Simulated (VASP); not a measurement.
# AlN (P6_3/mmc) in VASP: a series of runs

The runs below take AlN through single point, with PBEsol, LDA, BLYP.

All numbers are computed with VASP 6.6.1; they aren't measurements. Logs are shortened: lines on timing, memory, paths and dates and some standing lists are left out, and cuts for length are marked.

## Step 1: The cell of the first run

Symmetry: P6_3/mmc, No. 194, hexagonal system. The conventional cell has a = 3.312 Å, b = 3.312 Å, c = 4.188 Å, α = 90.00°, β = 90.00°, γ = 120.00°. Al (site symmetry -6m2) has 5 N at 1.91 to 2.09 Å within 2.5 Å. N (site symmetry -6m2) has 5 Al at 1.91 to 2.09 Å within 2.5 Å.

## Step 2: Single point, PBEsol

INCAR

```
SYSTEM = AlN
PREC = Accurate ; ENCUT = 520
EDIFF = 1E-7 ; ISMEAR = 0
SIGMA = 0.01 ; LREAL = .False.
LASPH = .True. ; NELM = 80
ALGO = Normal ; ISIF = 2
LWAVE = .False. ; LCHARG = .False.
GGA = PS ; NBANDS = 16
```

KPOINTS

```
regular mesh
0
Gamma
  12 12 6
  0 0 0
```

POSCAR

```
AlN
1.0
    3.3121157400      0.0000000000      0.0000000000
   -1.6560578700      2.8683763700      0.0000000000
    0.0000000000      0.0000000000      4.1875630000
Al N
2 2
Direct
    0.3333333285      0.6666666690      0.7500000000
    0.6666666715      0.3333333310      0.2500000000
    0.3333333285      0.6666666690      0.2500000000
    0.6666666715      0.3333333310      0.7500000000
```

Potentials or basis: VASP PAW PBE potentials, release 64 (Al, N).

Command:

```bash
> cat potpaw_PBE.64/Al/POTCAR potpaw_PBE.64/N/POTCAR > POTCAR
> mpirun -np 1 vasp_std > vasp.out
```

OUTCAR:

```text
SYSTEM = AlN
   PREC = Accurate
   ENCUT = 520
   EDIFF = 1E-7
   ISMEAR = 0
   LREAL = .False.
   LASPH = .True.
   NELM = 80
   ISIF = 2
   GGA = PS

 ion  position               nearest neighbor table
   1  0.333  0.667  0.750-   4 1.91   4 1.91   4 1.91   3 2.09   3 2.09   2 2.84   2 2.84   2 2.84
                             2 2.84   2 2.84   2 2.84
   2  0.667  0.333  0.250-   3 1.91   3 1.91   3 1.91   4 2.09   4 2.09   1 2.84   1 2.84   1 2.84
                             1 2.84   1 2.84   1 2.84
   3  0.333  0.667  0.250-   2 1.91   2 1.91   2 1.91   1 2.09   1 2.09
   4  0.667  0.333  0.750-   1 1.91   1 1.91   1 1.91   2 2.09   2 2.09

  LATTYP: Found a hexagonal cell.
 ALAT       =     3.3121157400
 C/A-ratio  =     1.2643166268

  Lattice vectors:

 A1 = (   3.3121157400,   0.0000000000,   0.0000000000)
 A2 = (  -1.6560578700,   2.8683763700,   0.0000000000)
 A3 = (   0.0000000000,   0.0000000000,   4.1875630000)

Analysis of symmetry for initial positions (statically):
=====================================================================
 Subroutine PRICEL returns:
 Original cell was already a primitive cell.

 Routine SETGRP: Setting up the symmetry group for a
 hexagonal supercell.

 Subroutine GETGRP returns: Found 24 space group operations
 (whereof 12 operations were pure point group operations)
 out of a pool of 24 trial point group operations.

The static configuration has the point symmetry D_3d.
 The point group associated with its full space group is D_6h.

Analysis of symmetry for dynamics (positions and initial velocities):
=====================================================================
 Subroutine PRICEL returns:
 Original cell was already a primitive cell.

 Routine SETGRP: Setting up the symmetry group for a
 hexagonal supercell.

 Subroutine GETGRP returns: Found 24 space group operations
 (whereof 12 operations were pure point group operations)
 out of a pool of 24 trial point group operations.

The dynamic configuration has the point symmetry D_3d.
 The point group associated with its full space group is D_6h.

 Subroutine INISYM returns: Found 24 space group operations
 (whereof 12 operations are pure point group operations),
 and found     1 'primitive' translations

----------------------------------------------------------------------------------------

                                     Primitive cell

  volume of cell :      39.7835

  direct lattice vectors                    reciprocal lattice vectors
     3.312115740  0.000000000  0.000000000     0.301921816  0.174314642  0.000000000
    -1.656057870  2.868376370  0.000000000     0.000000000  0.348629284  0.000000000
     0.000000000  0.000000000  4.187563000     0.000000000  0.000000000  0.238802377

  length of vectors
     3.312115740  3.312115739  4.187563000     0.348629284  0.348629284  0.238802377

  position of ions in fractional coordinates (direct lattice)
     0.333333328  0.666666669  0.750000000
     0.666666672  0.333333331  0.250000000
     0.333333328  0.666666669  0.250000000
     0.666666672  0.333333331  0.750000000

  ion indices of the primitive-cell ions
   primitive index   ion index
                 1           1
                 2           2
                 3           3
                 4           4

----------------------------------------------------------------------------------------

 KPOINTS: regular mesh

Automatic generation of k-mesh.
 Grid dimensions read from file:
 generate k-points for:   12   12    6

 Generating k-lattice:

  Cartesian coordinates                     Fractional coordinates (reciprocal lattice)
     0.025160151  0.014526220  0.000000000     0.083333333  0.000000000  0.000000000
     0.000000000  0.029052440  0.000000000     0.000000000  0.083333333  0.000000000
     0.000000000  0.000000000  0.039800396     0.000000000  0.000000000  0.166666667

  Length of vectors
     0.029052440  0.029052440  0.039800396

  Shift w.r.t. Gamma in fractional coordinates (k-lattice)
     0.000000000  0.000000000  0.000000000

 Subroutine IBZKPT returns following result:
 ===========================================

 Found     76 irreducible k-points:

 Following reciprocal coordinates:
            Coordinates               Weight
  0.000000  0.000000  0.000000      1.000000
  0.083333  0.000000  0.000000      6.000000
  0.166667  0.000000  0.000000      6.000000
  0.250000  0.000000  0.000000      6.000000
  0.333333  0.000000  0.000000      6.000000
  0.416667  0.000000  0.000000      6.000000
[... 16 lines left out ...]
  0.250000  0.000000  0.166667     12.000000
  0.333333  0.000000  0.166667     12.000000
 [... further k-points ...]
   k-points           NKPTS =     76   k-points in BZ     NKDIM =     76   number of bands    NBANDS=     16
   number of dos      NEDOS =    301   number of ions     NIONS =      4
   total plane-waves  NPLWV =  25088
   dimension x,y,z NGX =    28 NGY =   28 NGZ =   32
   dimension x,y,z NGXF=    56 NGYF=   56 NGZF=   64
   ions per type =               2   2
   NGX,Y,Z   is equivalent  to a cutoff of  14.05, 14.05, 12.70 a.u.
   NGXF,Y,Z  is equivalent  to a cutoff of  28.11, 28.11, 25.41 a.u.
 SYSTEM =  AlN
   PREC   = accura    normal or accurate (medium, high low for compatibility)
   ISTART =      0    job   : 0-new  1-cont  2-samecut
   ICHARG =      2    charge: 1-file 2-atom 10-const
   ISPIN  =      1    spin polarized calculation?
   LNONCOLLINEAR =      F non collinear calculations
   LSORBIT =      F    spin-orbit coupling
   LASPH  =      T    aspherical Exc in radial PAW
   ENCUT  =  520.0 eV  38.22 Ry    6.18 a.u.   6.16  6.16  7.79*2*pi/ulx,y,z
   NELM   =     80;   NELMIN=  2; NELMDL= -5     # of ELM steps
   EDIFF  = 0.1E-06   stopping-criterion for ELM
   LREAL  =      F    real-space projection
   EDIFFG = 0.1E-05   stopping-criterion for IOM
   NSW    =      0    number of steps for IOM
   IBRION =     -1    ionic relax: 0-MD 1-quasi-New 2-CG
   NFREE  =      0    steps in history (QN), initial steepest desc. (CG)
   ISIF   =      2    stress and relaxation
   ISYM   =      2    0-nonsym 1-usesym 2-fastsym
   POTIM  = 0.5000    time-step for ionic-motion
   TEBEG  =    0.0;   TEEND  =   0.0 temperature during run
   PSTRESS=    0.0 pullay stress
   NELECT =      16.0000    total number of electrons
   NUPDOWN=      -1.0000    fix difference up-down
   EMIN   =  10.00;   EMAX   =-10.00  energy-range for DOS
   EFERMI =   0.00;   METHOD = LEGACY
   ISMEAR =     0;   SIGMA  =   0.01  broadening in eV -4-tet -1-fermi 0-gaus
   EFERMI_NEDOS =   21; number of points for ismear=-14 and -15
   IALGO  =     38    algorithm
   IMIX   =      4    mixing-type and parameters
     AMIX     =   0.40;   BMIX     =  1.00
     AMIX_MAG =   1.60;   BMIX_MAG =  1.00
  volume/ion in A,a.u.               =       9.95        67.12
  Fermi-wavevector in a.u.,A,eV,Ry     =   1.208409  2.283561 19.867928  1.460251
  Thomas-Fermi vector in A             =   2.344017
   LORBIT       =      0    0 simple, 1 ext, 2 COOP (PROOUT), +10 PAW based schemes
   GGA     = PS    functional components
   LHFCALC =     F    Hartree Fock is set to
   AEXX    =    0.0000 exact exchange contribution
   IVDW    =     0    specifies the selected vdW correction
   LEPSILON=     F    determine dielectric tensor
   LRPA    =     F    only Hartree local field effects (RPA)
 non-spin polarized calculation
 Gauss-broadening in eV      SIGMA  =   0.01
  energy-cutoff  :      520.00
  volume of cell :       39.78
 maximum number of plane-waves:      1090
 NGX is ok and might be reduce to    28
   NGX = 13   NGY = 13   NGZ = 15

 number of electron      15.9999999 magnetization

 Free energy of the ion-electron system (eV)
  ---------------------------------------------------
  ext. energy  EPLUGINS =         0.00000000
  ---------------------------------------------------
  free energy    TOTEN  =       -30.93773494 eV

  energy without entropy =      -30.93773494  energy(sigma->0) =      -30.93773494

 E-fermi :   7.9991     XC(G=0): -11.3529

 val. band max:        7.8598603194   @ k =   0.0000   0.0000   0.0000
 cond. band min:      11.0474509886   @ k =   0.0000   0.0000   0.0000
 fundamental gap:      3.1875906692
 Fermi energy:         7.9991171007

 k-point     1 :       0.0000    0.0000    0.0000
  band No.  band energies     occupation
      1      -8.9059      2.00000
      2      -5.2330      2.00000
      3       0.9378      2.00000
      4       4.5764      2.00000
      5       4.5764      2.00000
      6       6.2440      2.00000
[... 8 lines left out ...]
     15      19.5362      0.00000
     16      19.6777      0.00000

 k-point     2 :       0.0833    0.0000    0.0000
  band No.  band energies     occupation
      1      -8.8262      2.00000
      2      -5.2295      2.00000
      3       1.0236      2.00000
      4       4.2789      2.00000
      5       4.4571      2.00000
      6       5.9409      2.00000
[... 8 lines left out ...]
     15      19.2075      0.00000
     16      19.3176      0.00000

 k-point     3 :       0.1667    0.0000    0.0000
  band No.  band energies     occupation
      1      -8.5920      2.00000
      2      -5.2342      2.00000
      3       1.2775      2.00000
      4       3.5466      2.00000
      5       4.1770      2.00000
      6       5.2944      2.00000
[... 8 lines left out ...]
     15      18.6011      0.00000
     16      19.7708      0.00000

 k-point     4 :       0.2500    0.0000    0.0000
  band No.  band energies     occupation
      1      -8.2222      2.00000
      2      -5.2882      2.00000
      3       1.6860      2.00000
      4       2.6930      2.00000
      5       3.8612      2.00000
      6       4.6167      2.00000
[... 8 lines left out ...]
     15      17.9076      0.00000
     16      20.2619      0.00000

 k-point     5 :       0.3333    0.0000    0.0000
  band No.  band energies     occupation
      1      -7.7564      2.00000
      2      -5.4416      2.00000
      3       1.9686      2.00000
      4       2.2175      2.00000
      5       3.5926      2.00000
      6       4.0470      2.00000
[... 8 lines left out ...]
     15      19.1167      0.00000
     16      20.6052      0.00000

 k-point     6 :       0.4167    0.0000    0.0000
  band No.  band energies     occupation
      1      -7.2805      2.00000
      2      -5.6961      2.00000
      3       1.5091      2.00000
      4       2.7858      2.00000
      5       3.4166      2.00000
      6       3.6648      2.00000
[... 8 lines left out ...]
     15      20.3764      0.00000
     16      20.8752      0.00000
[... 267 lines left out ...]
 k-point    21 :       0.0833    0.0000    0.1667
  band No.  band energies     occupation
      1      -8.6577      2.00000
      2      -5.6148      2.00000
      3       1.4684      2.00000
      4       4.4318      2.00000
      5       4.5647      2.00000
      6       5.6880      2.00000
[... 8 lines left out ...]
     15      19.4284      0.00000
     16      19.7317      0.00000

 k-point    22 :       0.1667    0.0000    0.1667
  band No.  band energies     occupation
      1      -8.4283      2.00000
      2      -5.5693      2.00000
      3       1.5254      2.00000
      4       3.8474      2.00000
      5       4.2975      2.00000
      6       4.9248      2.00000
[... 8 lines left out ...]
     15      19.0750      0.00000
     16      19.8307      0.00000

 k-point    23 :       0.2500    0.0000    0.1667
  band No.  band energies     occupation
      1      -8.0674      2.00000
      2      -5.5431      2.00000
      3       1.4847      2.00000
      4       3.2835      2.00000
      5       3.9937      2.00000
      6       4.2157      2.00000
[... 8 lines left out ...]
     15      18.8453      0.00000
     16      20.1299      0.00000

 k-point    24 :       0.3333    0.0000    0.1667
  band No.  band energies     occupation
      1      -7.6159      2.00000
      2      -5.5985      2.00000
      3       1.2423      2.00000
      4       2.9483      2.00000
      5       3.7335      2.00000
      6       3.7746      2.00000
[... 8 lines left out ...]
     15      19.4207      0.00000
     16      20.4094      0.00000

 [... further k-points ...]
[... 5 lines left out ...]
  --------------------------------------------------------------------------------------
  -------------------------------------------------------------------------------------
  Total       -0.8027682     -0.8027682     -1.0239697      0.0000000      0.0000000      0.0000000
  in kB      -32.3294062    -32.3294062    -41.2377254      0.0000000      0.0000000      0.0000000
  external PRESSURE =     -35.2988459 kB  Pullay stress =       0.0000000 kB

 VOLUME and BASIS-vectors are now :
 -----------------------------------------------------------------------------
  energy-cutoff  :      520.00
  volume of cell :       39.78
      direct lattice vectors                 reciprocal lattice vectors
     3.312115740  0.000000000  0.000000000     0.301921816  0.174314642  0.000000000
    -1.656057870  2.868376370  0.000000000     0.000000000  0.348629284  0.000000000
     0.000000000  0.000000000  4.187563000     0.000000000  0.000000000  0.238802377

 POSITION                                       TOTAL-FORCE (eV/Angst)
 -----------------------------------------------------------------------------------
     -0.00000      1.91225      3.14067         0.000000     -0.000000      0.000000
      1.65606      0.95613      1.04689        -0.000000      0.000000      0.000000
     -0.00000      1.91225      1.04689         0.000000     -0.000000      0.000000
      1.65606      0.95613      3.14067        -0.000000      0.000000      0.000000
 -----------------------------------------------------------------------------------
    total drift:                               -0.000001      0.000000      0.000000

  FREE ENERGIE OF THE ION-ELECTRON SYSTEM (eV)
  ---------------------------------------------------
  free  energy   TOTEN  =       -30.9377349408 eV

  energy  without entropy=      -30.9377349408  energy(sigma->0) =      -30.93773494
```

Run time: 26 s. Hardware: 1 thread of Intel Xeon Platinum 8488C (Sapphire Rapids), shared host; peak memory 0.18 GiB.

What came out:

| Item | Value |
| --- | --- |
| Free energy | -30.9377 eV |
| Pressure | -3.5 GPa |
| Band gap on the k mesh | 3.19 eV, direct |

Caveat: the PAW data sets were made with another functional, which shifts forces and pressure a little. A k mesh can miss the band edges.

## Step 3: Single point, LDA

INCAR

```
  PREC = Accurate
  ENCUT = 520
  EDIFF = 1E-7
  ISMEAR = 0
  SIGMA = 0.01
  LREAL = False
  LASPH = True
  NELM = 100
  ALGO = Normal
  ISIF = 2
  LWAVE = False
  LCHARG = True
  GGA = CA
  LELF = True
  LVHAR = True
  NBANDS = 16
```

KPOINTS

```
regular mesh
0
Gamma
  12 12 6
```

POSCAR is that of step 2.

Potentials or basis: VASP PAW LDA potentials, release 64 (Al, N).

Command:

```bash
> cat potpaw_LDA.64/Al/POTCAR potpaw_LDA.64/N/POTCAR > POTCAR
> mpirun -np 1 vasp_std > vasp.out
```

Wall time 29 s (1 thread of Intel Xeon Platinum 8488C (Sapphire Rapids), shared host); peak memory 0.17 GiB.

It converged, with:

```
Free energy            : -32.4420 eV
Pressure               : -8.2 GPa
Band gap on the k mesh : 3.29 eV, direct
```

Stress tensor (GPa, compression positive):
```
-8.04  0.00  0.00
 0.00 -8.04  0.00
 0.00  0.00 -8.51
```

Levels at points of the mesh, in eV from the valence-band top:
```
           k point  band 6  band 7  band 8  band 9  band 10  band 11
(0.00, 0.00, 0.00)   -1.61   -1.61    0.00    3.29     4.25     8.05
(0.50, 0.00, 0.00)   -4.32   -2.90   -1.46    3.71     7.00     7.08
(0.00, 0.00, 0.50)   -2.48   -2.48   -2.48    5.57     5.57     8.25
(0.50, 0.00, 0.50)   -3.26   -1.74   -1.74    4.96     4.96     9.09
```

A k mesh can miss the band edges. A hybrid or GW would open this gap; LDA tends to underestimate it.

(Continued in part 2 of 2.)
